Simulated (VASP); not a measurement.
# Sr (Im-3m) in VASP: notebook

Sr is run at these levels: PBEsol; tasks: single point.

Program: VASP 6.6.1. These are calculated values, not measurements. Logs are shortened: lines on timing, memory, paths and dates and some standing lists are left out, and cuts for length are marked.

## 1. The cell of the first run

It takes space group Im-3m (No. 229, cubic). The conventional cell has a = 4.870 Å, b = 4.870 Å, c = 4.870 Å, α = 90.00°, β = 90.00°, γ = 90.00°. Sr (site symmetry m-3m) has 14 Sr at 4.22 to 4.87 Å within 5.5 Å.

## 2. Single point, PBEsol

Contents of INCAR:

```
  ALGO = Normal
  EDIFF = 1E-7
  ENCUT = 520
  GGA = PS
  ISIF = 2
  ISMEAR = -1
  LASPH = T
  LCHARG = T
  LELF = T
  LREAL = F
  LVHAR = T
  LWAVE = F
  NBANDS = 11
  NELM = 80
  PREC = Accurate
  SIGMA = 0.15
```

Contents of KPOINTS:

```
k-points
0
Gamma
  10 10 10
```

Contents of POSCAR:

```
Sr
1.0
   -2.4350000000      2.4350000000      2.4350000000
    2.4350000000     -2.4350000000      2.4350000000
    2.4350000000      2.4350000000     -2.4350000000
Sr
1
Direct
    0.0000000000      0.0000000000      0.0000000000
```

Potentials or basis: VASP PAW PBE potentials, release 64 (Sr_sv).

Launch:

```
cat potpaw_PBE.64/Sr_sv/POTCAR > POTCAR
mpirun -np 1 vasp_std > vasp.out
```

OUTCAR:

```text
EDIFF = 1E-7
   ENCUT = 520
   GGA = PS
   ISIF = 2
   ISMEAR = -1
   LASPH = T
   LREAL = F
   NELM = 80
   PREC = Accurate

 ion  position               nearest neighbor table
   1  0.000  0.000  0.000-

  LATTYP: Found a body centered cubic cell.
 ALAT       =     4.8700000000

  Lattice vectors:

 A1 = (  -2.4350000000,   2.4350000000,   2.4350000000)
 A2 = (   2.4350000000,  -2.4350000000,   2.4350000000)
 A3 = (   2.4350000000,   2.4350000000,  -2.4350000000)

Analysis of symmetry for initial positions (statically):
=====================================================================
 Subroutine PRICEL returns:
 Original cell was already a primitive cell.

 Routine SETGRP: Setting up the symmetry group for a
 body centered cubic supercell.

 Subroutine GETGRP returns: Found 48 space group operations
 (whereof 48 operations were pure point group operations)
 out of a pool of 48 trial point group operations.

The static configuration has the point symmetry O_h .

Analysis of symmetry for dynamics (positions and initial velocities):
=====================================================================
 Subroutine PRICEL returns:
 Original cell was already a primitive cell.

 Routine SETGRP: Setting up the symmetry group for a
 body centered cubic supercell.

 Subroutine GETGRP returns: Found 48 space group operations
 (whereof 48 operations were pure point group operations)
 out of a pool of 48 trial point group operations.

The dynamic configuration has the point symmetry O_h .

 Subroutine INISYM returns: Found 48 space group operations
 (whereof 48 operations are pure point group operations),
 and found     1 'primitive' translations

----------------------------------------------------------------------------------------

                                     Primitive cell

  volume of cell :      57.7507

  direct lattice vectors                    reciprocal lattice vectors
    -2.435000000  2.435000000  2.435000000     0.000000000  0.205338809  0.205338809
     2.435000000 -2.435000000  2.435000000     0.205338809  0.000000000  0.205338809
     2.435000000  2.435000000 -2.435000000     0.205338809  0.205338809  0.000000000

  length of vectors
     4.217543716  4.217543716  4.217543716     0.290392929  0.290392929  0.290392929

  position of ions in fractional coordinates (direct lattice)
     0.000000000  0.000000000  0.000000000

  ion indices of the primitive-cell ions
   primitive index   ion index
                 1           1

----------------------------------------------------------------------------------------

 KPOINTS: k-points

Automatic generation of k-mesh.
 Grid dimensions read from file:
 generate k-points for:   10   10   10

 Generating k-lattice:

  Cartesian coordinates                     Fractional coordinates (reciprocal lattice)
     0.000000000  0.020533881  0.020533881     0.100000000  0.000000000  0.000000000
     0.020533881  0.000000000  0.020533881     0.000000000  0.100000000  0.000000000
     0.020533881  0.020533881  0.000000000     0.000000000  0.000000000  0.100000000

  Length of vectors
     0.029039293  0.029039293  0.029039293

  Shift w.r.t. Gamma in fractional coordinates (k-lattice)
     0.000000000  0.000000000  0.000000000

 Subroutine IBZKPT returns following result:
 ===========================================

 Found     47 irreducible k-points:

 Following reciprocal coordinates:
            Coordinates               Weight
  0.000000  0.000000  0.000000      1.000000
  0.100000  0.000000  0.000000     12.000000
  0.200000  0.000000  0.000000     12.000000
  0.300000  0.000000  0.000000     12.000000
  0.400000  0.000000  0.000000     12.000000
  0.500000  0.000000  0.000000      6.000000
[... 16 lines left out ...]
  0.300000  0.300000  0.100000      8.000000
 -0.300000  0.300000  0.100000     24.000000
 [... further k-points ...]
   k-points           NKPTS =     47   k-points in BZ     NKDIM =     47   number of bands    NBANDS=     11
   number of dos      NEDOS =    301   number of ions     NIONS =      1
   total plane-waves  NPLWV =  32768
   dimension x,y,z NGX =    32 NGY =   32 NGZ =   32
   dimension x,y,z NGXF=    64 NGYF=   64 NGZF=   64
   ions per type =               1
   NGX,Y,Z   is equivalent  to a cutoff of  12.61, 12.61, 12.61 a.u.
   NGXF,Y,Z  is equivalent  to a cutoff of  25.23, 25.23, 25.23 a.u.
 SYSTEM =  unknown system
   PREC   = accura    normal or accurate (medium, high low for compatibility)
   ISTART =      0    job   : 0-new  1-cont  2-samecut
   ICHARG =      2    charge: 1-file 2-atom 10-const
   ISPIN  =      1    spin polarized calculation?
   LNONCOLLINEAR =      F non collinear calculations
   LSORBIT =      F    spin-orbit coupling
   LASPH  =      T    aspherical Exc in radial PAW
   ENCUT  =  520.0 eV  38.22 Ry    6.18 a.u.   7.84  7.84  7.84*2*pi/ulx,y,z
   NELM   =     80;   NELMIN=  2; NELMDL= -5     # of ELM steps
   EDIFF  = 0.1E-06   stopping-criterion for ELM
   LREAL  =      F    real-space projection
   EDIFFG = 0.1E-05   stopping-criterion for IOM
   NSW    =      0    number of steps for IOM
   IBRION =     -1    ionic relax: 0-MD 1-quasi-New 2-CG
   NFREE  =      0    steps in history (QN), initial steepest desc. (CG)
   ISIF   =      2    stress and relaxation
   ISYM   =      2    0-nonsym 1-usesym 2-fastsym
   POTIM  = 0.5000    time-step for ionic-motion
   TEBEG  =    0.0;   TEEND  =   0.0 temperature during run
   PSTRESS=    0.0 pullay stress
   NELECT =      10.0000    total number of electrons
   NUPDOWN=      -1.0000    fix difference up-down
   EMIN   =  10.00;   EMAX   =-10.00  energy-range for DOS
   EFERMI =   0.00;   METHOD = LEGACY
   ISMEAR =    -1;   SIGMA  =   0.15  broadening in eV -4-tet -1-fermi 0-gaus
   EFERMI_NEDOS =   21; number of points for ismear=-14 and -15
   IALGO  =     38    algorithm
   IMIX   =      4    mixing-type and parameters
     AMIX     =   0.40;   BMIX     =  1.00
     AMIX_MAG =   1.60;   BMIX_MAG =  1.00
  volume/ion in A,a.u.               =      57.75       389.72
  Fermi-wavevector in a.u.,A,eV,Ry     =   0.912478  1.724334 11.328437  0.832617
  Thomas-Fermi vector in A             =   2.036879
   LORBIT       =      0    0 simple, 1 ext, 2 COOP (PROOUT), +10 PAW based schemes
   GGA     = PS    functional components
   LHFCALC =     F    Hartree Fock is set to
   AEXX    =    0.0000 exact exchange contribution
   IVDW    =     0    specifies the selected vdW correction
   LEPSILON=     F    determine dielectric tensor
   LRPA    =     F    only Hartree local field effects (RPA)
 non-spin polarized calculation
  energy-cutoff  :      520.00
  volume of cell :       57.75
 maximum number of plane-waves:      1568
   NGX = 15   NGY = 15   NGZ = 15

 number of electron      10.0000000 magnetization

 Free energy of the ion-electron system (eV)
  ---------------------------------------------------
  ext. energy  EPLUGINS =         0.00000000
  ---------------------------------------------------
  free energy    TOTEN  =        -1.86056669 eV

  energy without entropy =       -1.75772061  energy(sigma->0) =       -1.80914365

 E-fermi :   1.2904     XC(G=0):  -7.2808

 val. band max:        1.2823265356   @ k =   0.5000   0.5000   0.4000
 cond. band min:       1.3286887366   @ k =   0.5000   0.5000   0.3000
 fundamental gap:      0.0463622011
 Fermi energy:         1.2904105451

 k-point     1 :       0.0000    0.0000    0.0000
  band No.  band energies     occupation
      1     -35.3002      2.00000
      2     -17.2071      2.00000
      3     -17.2071      2.00000
      4     -17.2071      2.00000
      5      -2.2405      2.00000
      6       3.6366      0.00000
      7       3.6366      0.00000
      8       3.6366      0.00000
      9       4.9201      0.00000
     10       4.9201      0.00000
     11       9.2442      0.00000

 k-point     2 :       0.1000    0.0000    0.0000
  band No.  band energies     occupation
      1     -35.2991      2.00000
      2     -17.2236      2.00000
      3     -17.2125      2.00000
      4     -17.2070      2.00000
      5      -2.0780      2.00000
      6       3.4965      0.00000
      7       3.5281      0.00000
      8       3.7924      0.00000
      9       4.7310      0.00000
     10       4.9135      0.00000
     11       9.3966      0.00000

 k-point     3 :       0.2000    0.0000    0.0000
  band No.  band energies     occupation
      1     -35.2960      2.00000
      2     -17.2663      2.00000
      3     -17.2268      2.00000
      4     -17.2070      2.00000
      5      -1.6115      2.00000
      6       3.0730      0.00001
      7       3.1778      0.00001
      8       4.2509      0.00000
      9       4.6279      0.00000
     10       4.9339      0.00000
     11       9.3273      0.00000

 k-point     4 :       0.3000    0.0000    0.0000
  band No.  band energies     occupation
      1     -35.2922      2.00000
      2     -17.3183      2.00000
      3     -17.2444      2.00000
      4     -17.2069      2.00000
      5      -0.9088      2.00000
      6       2.4326      0.00099
      7       2.8496      0.00006
      8       4.7432      0.00000
      9       4.9804      0.00000
     10       5.0452      0.00000
     11       8.1855      0.00000

 k-point     5 :       0.4000    0.0000    0.0000
  band No.  band energies     occupation
      1     -35.2892      2.00000
      2     -17.3597      2.00000
      3     -17.2585      2.00000
      4     -17.2069      2.00000
      5      -0.1168      1.99983
      6       1.8455      0.04823
      7       2.6202      0.00028
      8       4.7751      0.00000
      9       5.2454      0.00000
     10       5.8933      0.00000
     11       7.2352      0.00000
[... 211 lines left out ...]
 k-point    21 :       0.3000    0.2000    0.1000
  band No.  band energies     occupation
      1     -35.2876      2.00000
      2     -17.3401      2.00000
      3     -17.2821      2.00000
      4     -17.2366      2.00000
      5       0.8888      1.87138
      6       1.6491      0.16773
      7       2.0291      0.01443
      8       4.8739      0.00000
      9       5.3070      0.00000
     10       5.4867      0.00000
     11       6.9780      0.00000

 k-point    22 :      -0.2000    0.2000    0.1000
  band No.  band energies     occupation
      1     -35.2949      2.00000
      2     -17.2662      2.00000
      3     -17.2326      2.00000
      4     -17.2204      2.00000
      5      -1.4585      2.00000
      6       3.1243      0.00001
      7       3.2645      0.00000
      8       4.0148      0.00000
      9       4.2139      0.00000
     10       5.2691      0.00000
     11       8.9509      0.00000

 k-point    23 :       0.3000    0.3000    0.1000
  band No.  band energies     occupation
      1     -35.2872      2.00000
      2     -17.3128      2.00000
      3     -17.3128      2.00000
      4     -17.2420      2.00000
      5       1.5596      0.28495
      6       1.5815      0.25117
      7       1.5815      0.25117
      8       4.6258      0.00000
      9       5.3254      0.00000
     10       5.3254      0.00000
     11       7.4913      0.00000

 k-point    24 :      -0.3000    0.3000    0.1000
  band No.  band energies     occupation
      1     -35.2912      2.00000
      2     -17.3160      2.00000
      3     -17.2504      2.00000
      4     -17.2197      2.00000
      5      -0.7654      2.00000
      6       2.4519      0.00087
      7       2.9652      0.00003
      8       4.1610      0.00000
      9       4.9327      0.00000
     10       5.2953      0.00000
     11       7.8611      0.00000

 [... further k-points ...]

------------------------ aborting loop because EDIFF is reached ----------------------------------------

  FORCE on cell =-STRESS in cart. coord.  units (eV):
  Direction    XX          YY          ZZ          XY          YZ          ZX
  --------------------------------------------------------------------------------------
  -------------------------------------------------------------------------------------
  Total       -0.3980313     -0.3980313     -0.3980313     -0.0000000     -0.0000000      0.0000000
  in kB      -11.0425901    -11.0425901    -11.0425901     -0.0000000     -0.0000000      0.0000000
  external PRESSURE =     -11.0425901 kB  Pullay stress =       0.0000000 kB

 VOLUME and BASIS-vectors are now :
 -----------------------------------------------------------------------------
  energy-cutoff  :      520.00
  volume of cell :       57.75
      direct lattice vectors                 reciprocal lattice vectors
    -2.435000000  2.435000000  2.435000000     0.000000000  0.205338809  0.205338809
     2.435000000 -2.435000000  2.435000000     0.205338809  0.000000000  0.205338809
     2.435000000  2.435000000 -2.435000000     0.205338809  0.205338809  0.000000000

 POSITION                                       TOTAL-FORCE (eV/Angst)
 -----------------------------------------------------------------------------------
      0.00000      0.00000      0.00000         0.000000      0.000000     -0.000000
 -----------------------------------------------------------------------------------
    total drift:                                0.000000      0.000000      0.000000

  FREE ENERGIE OF THE ION-ELECTRON SYSTEM (eV)
  ---------------------------------------------------
  free  energy   TOTEN  =        -1.8605666855 eV

  energy  without entropy=       -1.7577206142  energy(sigma->0) =       -1.80914365
```

Wall time 14 s (1 thread of Intel Xeon 6975P-C (Granite Rapids), shared host); peak memory 0.18 GiB.

What came out:

- Free energy: -1.8606 eV
- Pressure: -1.1 GPa
- Band gap on the k mesh: zero (band 5 reaches 1.56 eV, above the bottom of band 6 at 1.27 eV)

Caveat: the PAW data sets were made with another functional, which shifts forces and pressure a little.

## 3. Single point, PBEsol

Contents of INCAR:

```
SYSTEM = Sr
PREC = Accurate ; ENCUT = 520
EDIFF = 1E-6 ; ISMEAR = -1
SIGMA = 0.15 ; LREAL = .FALSE.
LASPH = .TRUE. ; NELM = 80
ALGO = Normal ; ISIF = 2
LWAVE = .FALSE. ; LCHARG = .FALSE.
GGA = PS ; NBANDS = 11
```

Contents of KPOINTS:

```
Automatic mesh
0
G
  10 10 10
  0 0 0
```

POSCAR is that of step 2.

Potentials or basis: VASP PAW PBE potentials, release 64 (Sr_sv).

Launch:

```
cat potpaw_PBE.64/Sr_sv/POTCAR > POTCAR
mpirun -np 1 vasp_std > vasp.out
```

Wall time 13 s (1 thread of Intel Xeon 6975P-C (Granite Rapids), shared host); peak memory 0.18 GiB.

The run converged. Its results:

```yaml
Free_energy: -1.8606 eV
Pressure: -1.1 GPa
Band_gap_on_the_k_mesh: zero (band 5 reaches 1.56 eV, above the bottom of band 6 at 1.27 eV)
```

Levels at points of the mesh, in eV from the Fermi level:
```
           k point  band 2  band 3  band 4  band 5  band 6  band 7  band 8  band 9
(0.00, 0.00, 0.00)  -18.50  -18.50  -18.50   -3.53    2.35    2.35    2.35    3.63
(0.50, 0.00, 0.00)  -18.67  -18.55  -18.50   -0.94    0.22    1.25    3.42    4.08
(0.50, 0.50, 0.50)  -18.62  -18.62  -18.62   -0.02   -0.02    3.46    3.46    3.46
```

Caveat: the PAW data sets were made with another functional, which shifts forces and pressure a little.
